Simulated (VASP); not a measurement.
MoS:

```
CELL_PARAMETERS angstrom
3.43994 0.00000 0.00000
-1.71997 2.97908 0.00000
0.00000 0.00000 5.33191
ATOMIC_POSITIONS crystal
Mo 0.00000 0.00000 0.00000
Mo 0.00000 0.00000 0.50000
S 0.33333 0.66667 0.25000
S 0.66667 0.33333 0.75000
```

```yaml
Program: VASP 6.6.1
Task: relaxation of cell and atoms
Functional: PBE
Potentials_or_basis: VASP PAW PBE potentials, release 64 (Mo_sv, S)
Cutoff: 600 eV
k_mesh: 6 × 6 × 4
Occupations: gaussian, width 0.1 eV
Spin: collinear spin
Starting_moments: "[1.25, 1.25, 0.0, 0.0] μB"
Hubbard_terms: Mo d U = 4.38 eV
```

At the start: pressure 45.3 GPa; volume 13.66 Å³/atom.

Where does the relaxation end?

Over 10 steps the energy falls by 521.3 meV/atom and the volume is 18.48 Å³/atom (+35.3 %); space group P6_3/mmc (No. 194, to 0.1 Å) before and after; moment 6.33 μB per cell.

The path:
| step | energy change (eV) | largest force (eV/Å) | pressure (GPa) | volume (Å³) |
| --- | --- | --- | --- | --- |
| 1 | 0.0000 | 0.0000 | 45.30 | 54.64 |
| 2 | -1.7335 | 0.0000 | -6.33 | 91.12 |
| 3 | -1.9950 | 0.0000 | 0.48 | 74.53 |
| 4 | -1.9958 | 0.0000 | -1.29 | 76.55 |
| 5 | -1.9982 | 0.0000 | -0.65 | 75.73 |
| 6 | -2.0622 | 0.0000 | -1.19 | 75.39 |
| 7 | -2.0795 | 0.0000 | -1.46 | 75.07 |
| 8 | -2.0798 | 0.0000 | -1.48 | 75.03 |
| 9 | -2.0810 | 0.0000 | 1.40 | 72.96 |
| 10 | -2.0851 | 0.0000 | 0.00 | 73.90 |

Final structure:
```
CELL_PARAMETERS angstrom
3.66392 0.00000 0.00000
-1.83196 3.17305 0.00000
0.00000 0.00000 6.35682
ATOMIC_POSITIONS crystal
Mo 0.00000 0.00000 0.00000
Mo 0.00000 0.00000 0.50000
S 0.33333 0.66667 0.25000
S 0.66667 0.33333 0.75000
```

Caveat: the electronic state changed during the relaxation; the volume moved by over 15 % at a fixed basis, so the end points are rough.
